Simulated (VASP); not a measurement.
Crystal: Sn.

```
Sn
1.0
    -1.88925    1.88925    1.93486
     1.88925   -1.88925    1.93486
     1.88925    1.88925   -1.93486
Sn
1
Cartesian
  0.0000 0.0000 1.9349
```

| Quantity | Value |
| --- | --- |
| Program | VASP 6.6.1 |
| Task | relaxation of cell and atoms |
| Functional | PBE |
| Potentials or basis | VASP PAW PBE potentials, release 64 (Sn_d) |
| Cutoff | 600 eV |
| k mesh | 20 × 20 × 20 |
| Occupations | gaussian, width 0.1 eV |
| Spin | no spin polarisation |

At the start: pressure -0.1 GPa; volume 27.62 Å³/atom.

Question: How do energy, volume and symmetry change on relaxing?

Answer: Over 18 steps the energy falls by 9.2 meV/atom and the volume is 28.04 Å³/atom (+1.5 %); space group Fm-3m (No. 225, to 0.05 Å).

Step by step:
```csv
step,energy change (eV),largest force (eV/Å),pressure (GPa),volume (Å³)
1,0.0000,0.0000,-0.08,27.62
2,-0.0001,0.0000,0.02,27.57
3,-0.0004,0.0000,0.45,27.40
4,-0.0005,0.0000,0.48,27.33
5,-0.0005,0.0000,0.84,27.20
6,-0.0005,0.0000,0.77,27.20
7,-0.0006,0.0000,0.78,27.19
8,-0.0007,0.0000,0.84,27.17
9,-0.0009,0.0000,0.91,27.13
10,-0.0012,0.0000,1.16,27.06
11,-0.0014,0.0000,1.56,26.90
12,-0.0018,0.0000,1.53,26.91
13,-0.0030,0.0000,1.48,26.94
14,-0.0049,0.0000,1.50,26.97
15,-0.0048,0.0000,1.60,26.99
16,-0.0021,0.0000,2.23,26.85
17,-0.0085,0.0000,0.63,27.67
18,-0.0092,0.0000,-0.02,28.04
```

Final structure:
```
CELL_PARAMETERS angstrom
-1.70169 1.70169 2.42086
1.70169 -1.70169 2.42086
1.70169 1.70169 -2.42086
ATOMIC_POSITIONS crystal
Sn 0.50000 0.50000 0.00000
```
